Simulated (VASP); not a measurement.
# BN (R3m) in VASP: notebook

BN is run at these levels: PBEsol; tasks: single point.

Everything below comes from runs of VASP 6.6.1. Logs are shortened: lines on timing, memory, paths and dates and some standing lists are left out, and cuts for length are marked.

## Step 1: The cell of the first run

The structure is trigonal, space group R3m (No. 160). Conventional cell: a = 2.485 Å, b = 2.485 Å, c = 10.051 Å, α = 90.00°, β = 90.00°, γ = 120.00°. Within 1.9 Å of B (site symmetry 3m) lie 3 N at 1.43 Å. N (site symmetry 3m) has 3 B at 1.43 Å within 1.9 Å.

## Step 2: Single point, PBEsol

INCAR reads:

```
ALGO = Normal
EDIFF = 1E-6
ENCUT = 520
GGA = PS
ISIF = 2
ISMEAR = 0
LASPH = T
LCHARG = F
LREAL = F
LWAVE = F
NBANDS = 11
NELM = 60
PREC = Accurate
SIGMA = 0.01
```

KPOINTS reads:

```
k-points
0
Gamma
  10 10 10
```

POSCAR reads:

```
BN
1.0
    1.2427247365      0.7174874647      3.3502965743
   -1.2427247365      0.7174874647      3.3502965743
    0.0000000000     -1.4349749293      3.3502965743
B N
1 1
Direct
    0.9996712000      0.9996712000      0.9996712000
    0.3327618000      0.3327618000      0.3327618000
```

Potentials or basis: VASP PAW PBE potentials, release 64 (B, N).

Run with:

```console
> cat potpaw_PBE.64/B/POTCAR potpaw_PBE.64/N/POTCAR > POTCAR
> mpirun -np 1 vasp_std > vasp.out
```

OUTCAR:

```text
EDIFF = 1E-6
   ENCUT = 520
   GGA = PS
   ISIF = 2
   ISMEAR = 0
   LASPH = T
   LREAL = F
   NELM = 60
   PREC = Accurate

 ion  position               nearest neighbor table
   1  1.000  1.000  1.000-   2 1.43   2 1.43   2 1.43
   2  0.333  0.333  0.333-   1 1.43   1 1.43   1 1.43

  LATTYP: Found a trigonal (rhomboedric) cell.
 ALAT       =     3.6446728479
 COS(alpha) =     0.7674786788

  Lattice vectors:

 A1 = (   1.2427247365,   0.7174874647,   3.3502965743)
 A2 = (  -1.2427247365,   0.7174874647,   3.3502965743)
 A3 = (   0.0000000000,  -1.4349749293,   3.3502965743)

Analysis of symmetry for initial positions (statically):
=====================================================================
 Subroutine PRICEL returns:
 Original cell was already a primitive cell.

 Routine SETGRP: Setting up the symmetry group for a
 trigonal (rhombohedral) supercell.

 Subroutine GETGRP returns: Found  6 space group operations
 (whereof  6 operations were pure point group operations)
 out of a pool of 12 trial point group operations.

The static configuration has the point symmetry C_3v.

Analysis of symmetry for dynamics (positions and initial velocities):
=====================================================================
 Subroutine PRICEL returns:
 Original cell was already a primitive cell.

 Routine SETGRP: Setting up the symmetry group for a
 trigonal (rhombohedral) supercell.

 Subroutine GETGRP returns: Found  6 space group operations
 (whereof  6 operations were pure point group operations)
 out of a pool of 12 trial point group operations.

The dynamic configuration has the point symmetry C_3v.

 Subroutine INISYM returns: Found  6 space group operations
 (whereof  6 operations are pure point group operations),
 and found     1 'primitive' translations

----------------------------------------------------------------------------------------

                                     Primitive cell

  volume of cell :      17.9235

  direct lattice vectors                    reciprocal lattice vectors
     1.242724737  0.717487465  3.350296574     0.402341714  0.232292096  0.099493679
    -1.242724737  0.717487465  3.350296574    -0.402341714  0.232292096  0.099493679
     0.000000000 -1.434974929  3.350296574     0.000000000 -0.464584191  0.099493679

  length of vectors
[... 88 lines left out ...]
   ISIF   =      2    stress and relaxation
   ISYM   =      2    0-nonsym 1-usesym 2-fastsym
   POTIM  = 0.5000    time-step for ionic-motion
   TEBEG  =    0.0;   TEEND  =   0.0 temperature during run
   PSTRESS=    0.0 pullay stress
   NELECT =       8.0000    total number of electrons
   NUPDOWN=      -1.0000    fix difference up-down
   EMIN   =  10.00;   EMAX   =-10.00  energy-range for DOS
   EFERMI =   0.00;   METHOD = LEGACY
   ISMEAR =     0;   SIGMA  =   0.01  broadening in eV -4-tet -1-fermi 0-gaus
   EFERMI_NEDOS =   21; number of points for ismear=-14 and -15
   IALGO  =     38    algorithm
   IMIX   =      4    mixing-type and parameters
     AMIX     =   0.40;   BMIX     =  1.00
     AMIX_MAG =   1.60;   BMIX_MAG =  1.00
  volume/ion in A,a.u.               =       8.96        60.48
  Fermi-wavevector in a.u.,A,eV,Ry     =   1.251114  2.364263 21.297014  1.565286
  Thomas-Fermi vector in A             =   2.385077
   LORBIT       =      0    0 simple, 1 ext, 2 COOP (PROOUT), +10 PAW based schemes
   GGA     = PS    functional components
   LHFCALC =     F    Hartree Fock is set to
   AEXX    =    0.0000 exact exchange contribution
   IVDW    =     0    specifies the selected vdW correction
   LEPSILON=     F    determine dielectric tensor
   LRPA    =     F    only Hartree local field effects (RPA)
 non-spin polarized calculation
 Gauss-broadening in eV      SIGMA  =   0.01
  energy-cutoff  :      520.00
  volume of cell :       17.92
 maximum number of plane-waves:       505
   NGX = 13   NGY = 13   NGZ = 13

 number of electron       8.0000000 magnetization

 Free energy of the ion-electron system (eV)
  ---------------------------------------------------
  ext. energy  EPLUGINS =         0.00000000
  ---------------------------------------------------
  free energy    TOTEN  =       -18.27616796 eV

  energy without entropy =      -18.27616796  energy(sigma->0) =      -18.27616796

 E-fermi :   2.2767     XC(G=0): -10.2949

 val. band max:        2.2258283605   @ k =  -0.3000   0.3000   0.0000
 cond. band min:       6.3871019352   @ k =   0.5000   0.5000   0.0000
 fundamental gap:      4.1612735747
 Fermi energy:         2.2767315185

 k-point     1 :       0.0000    0.0000    0.0000
  band No.  band energies     occupation
      1     -15.6756      2.00000
      2      -2.0926      2.00000
      3       0.9523      2.00000
      4       0.9523      2.00000
      5       7.1909      0.00000
      6      13.9995      0.00000
      7      13.9995      0.00000
      8      15.5530      0.00000
      9      17.2908      0.00000
     10      28.2258      0.00000
     11      30.2481      0.00000
[... 309 lines left out ...]
 k-point    24 :       0.4000    0.3000    0.0000
  band No.  band energies     occupation
      1     -13.2601      2.00000
      2      -4.9392      2.00000
      3      -2.0292      2.00000
      4      -0.0266      2.00000
      5       8.5673      0.00000
      6      12.6231      0.00000
      7      14.6122      0.00000
      8      19.6855      0.00000
      9      20.4831      0.00000
     10      23.1900      0.00000
     11      27.0220      0.00000

 [... further k-points ...]

------------------------ aborting loop because EDIFF is reached ----------------------------------------

  FORCE on cell =-STRESS in cart. coord.  units (eV):
  Direction    XX          YY          ZZ          XY          YZ          ZX
  --------------------------------------------------------------------------------------
  -------------------------------------------------------------------------------------
  Total        0.9954889      0.9954889      0.0526586      0.0000000      0.0000000     -0.0000000
  in kB       88.9863196     88.9863204      4.7071287      0.0000000      0.0000000     -0.0000000
  external PRESSURE =      60.8932562 kB  Pullay stress =       0.0000000 kB

 VOLUME and BASIS-vectors are now :
 -----------------------------------------------------------------------------
  energy-cutoff  :      520.00
  volume of cell :       17.92
      direct lattice vectors                 reciprocal lattice vectors
     1.242724737  0.717487465  3.350296574     0.402341714  0.232292096  0.099493679
    -1.242724737  0.717487465  3.350296574    -0.402341714  0.232292096  0.099493679
     0.000000000 -1.434974929  3.350296574     0.000000000 -0.464584191  0.099493679

 POSITION                                       TOTAL-FORCE (eV/Angst)
 -----------------------------------------------------------------------------------
      0.00000      0.00000     10.04758         0.000000     -0.000000     -0.001189
      0.00000      0.00000      3.34455         0.000000      0.000000      0.001189
 -----------------------------------------------------------------------------------
    total drift:                               -0.000000     -0.000000     -0.000027

  FREE ENERGIE OF THE ION-ELECTRON SYSTEM (eV)
  ---------------------------------------------------
  free  energy   TOTEN  =       -18.2761679583 eV

  energy  without entropy=      -18.2761679583  energy(sigma->0) =      -18.27616796
```

OSZICAR:

```text
N       E                     dE             d eps       ncg     rms          rms(c)
DAV:   1     0.120109588301E+02    0.12011E+02   -0.45585E+03  2608   0.679E+02
DAV:   2    -0.193444197244E+02   -0.31355E+02   -0.29862E+02  3026   0.160E+02
DAV:   3    -0.200716188767E+02   -0.72720E+00   -0.72608E+00  3146   0.224E+01
DAV:   4    -0.200736986374E+02   -0.20798E-02   -0.20797E-02  2819   0.133E+00
DAV:   5    -0.200737068504E+02   -0.82130E-05   -0.82130E-05  3117   0.747E-02    0.795E+00
DAV:   6    -0.184902074206E+02    0.15835E+01   -0.48954E+00  2893   0.123E+01    0.370E+00
DAV:   7    -0.183192683632E+02    0.17094E+00   -0.25316E-01  3017   0.366E+00    0.222E+00
DAV:   8    -0.182757803986E+02    0.43488E-01   -0.11145E-01  3044   0.204E+00    0.248E-01
DAV:   9    -0.182758833790E+02   -0.10298E-03   -0.24505E-03  2804   0.402E-01    0.135E-01
DAV:  10    -0.182761491497E+02   -0.26577E-03   -0.40290E-04  2856   0.145E-01    0.223E-02
DAV:  11    -0.182761682216E+02   -0.19072E-04   -0.36229E-05  3065   0.402E-02    0.193E-02
DAV:  12    -0.182761679583E+02    0.26330E-06   -0.73650E-06  2837   0.178E-02
   1 F= -.18276168E+02 E0= -.18276168E+02  d E =-.188988E-15
```

It took 32 s on 1 thread of Intel Xeon 6975P-C, shared host; peak memory 0.16 GiB.

Results:

```
Free energy            : -18.2762 eV
Pressure               : 6.1 GPa
Band gap on the k mesh : 4.16 eV, indirect (least direct gap 4.88 eV)
```

Caveat: the PAW data sets were made with another functional, which shifts forces and pressure a little. A k mesh can miss the band edges.

## Step 3: Single point, PBEsol

This run uses another cell than the first one, of 9.33 Å³/atom, 1.041 times its volume.

INCAR reads:

```
SYSTEM = BN
PREC = Accurate ; ENCUT = 520
EDIFF = 1E-7 ; ISMEAR = 0
SIGMA = 0.01 ; LREAL = .False.
LASPH = .True. ; NELM = 100
ALGO = Normal ; ISIF = 2
LWAVE = .False. ; LCHARG = .False.
GGA = PS ; NBANDS = 11
```

KPOINTS reads:

```
Automatic mesh
0
Gamma
  10 10 10
  0 0 0
```

POSCAR reads:

```
BN
1.0
    1.2594075962      0.7271193182      3.3952723649
   -1.2594075962      0.7271193182      3.3952723649
    0.0000000000     -1.4542386364      3.3952723649
B N
1 1
Direct
    0.9996712000      0.9996712000      0.9996712000
    0.3327618000      0.3327618000      0.3327618000
```

Potentials or basis: VASP PAW PBE potentials, release 64 (B, N).

Run with:

```console
> cat potpaw_PBE.64/B/POTCAR potpaw_PBE.64/N/POTCAR > POTCAR
> mpirun -np 1 vasp_std > vasp.out
```

It took 41 s on 1 thread of Intel Xeon 6975P-C, shared host; peak memory 0.16 GiB.

It converged, with:

* Free energy: -18.2819 eV
* Pressure: -3.6 GPa
* Largest force: 0.004 eV/Å
* Band gap on the k mesh: 4.12 eV, indirect (least direct gap 4.78 eV)

Forces in eV/Å, atoms in the order of the input:
```
B    0.000  0.000 -0.004
N    0.000  0.000  0.004
```

Stress tensor (GPa, compression positive):
```
-5.51  0.00  0.00
 0.00 -5.51  0.00
 0.00  0.00  0.21
```

Levels at points of the mesh, in eV from the valence-band top:
| k point | band 1 | band 2 | band 3 | band 4 | band 5 | band 6 | band 7 | band 8 | band 9 |
| --- | --- | --- | --- | --- | --- | --- | --- | --- | --- |
| (0.00, 0.00, 0.00) | -17.65 | -4.16 | -1.32 | -1.32 | 4.90 | 11.44 | 11.44 | 12.84 | 14.32 |
| (0.50, 0.00, 0.00) | -14.49 | -8.90 | -4.07 | -0.63 | 5.13 | 9.62 | 12.71 | 14.68 | 19.52 |
| (0.50, 0.50, 0.00) | -14.42 | -8.77 | -4.12 | -1.19 | 4.12 | 9.61 | 13.88 | 17.15 | 19.86 |
| (0.50, 0.50, 0.50) | -17.39 | -6.12 | -1.34 | -1.34 | 9.81 | 11.37 | 11.37 | 11.84 | 15.97 |

Caveat: the PAW data sets were made with another functional, which shifts forces and pressure a little. A k mesh can miss the band edges.

[end of part 1 of 2]
